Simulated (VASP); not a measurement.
A run of VASP 6.6.1:

The input INCAR:

```
  ALGO = Normal
  EDIFF = 1E-6
  ENCUT = 520
  GGA = PS
  ISIF = 2
  ISMEAR = 0
  LASPH = True
  LCHARG = False
  LREAL = False
  LWAVE = False
  NBANDS = 8
  NELM = 100
  PREC = Accurate
  SIGMA = 0.1
```

The input KPOINTS:

```
k-points
0
Gamma
  14 14 14
```

The input POSCAR:

```
Sb
1.0
    3.0617437794      0.0000000000      0.0000000000
    0.0000000000      3.0617437794      0.0000000000
    0.0000000000      0.0000000000      3.0617437794
Sb
1
Direct
    0.0000000000      0.0000000000      0.0000000000
```

Potentials or basis: VASP PAW PBE potentials, release 64 (Sb).

Command:

```bash
$ cat potpaw_PBE.64/Sb/POTCAR > POTCAR
$ mpirun -np 1 vasp_std > vasp.out
```

Hardware: 1 thread of AMD EPYC 9R45 96-Core Processor (Zen 5), with other jobs on the host.

Question: Estimate the wall time of this run.

Answer: Wall time 6.2 s on 1 thread of AMD EPYC 9R45 96-Core Processor (Zen 5), with other jobs on the host, peak memory 0.12 GiB. Counts: scf iterations 9, k points 120.
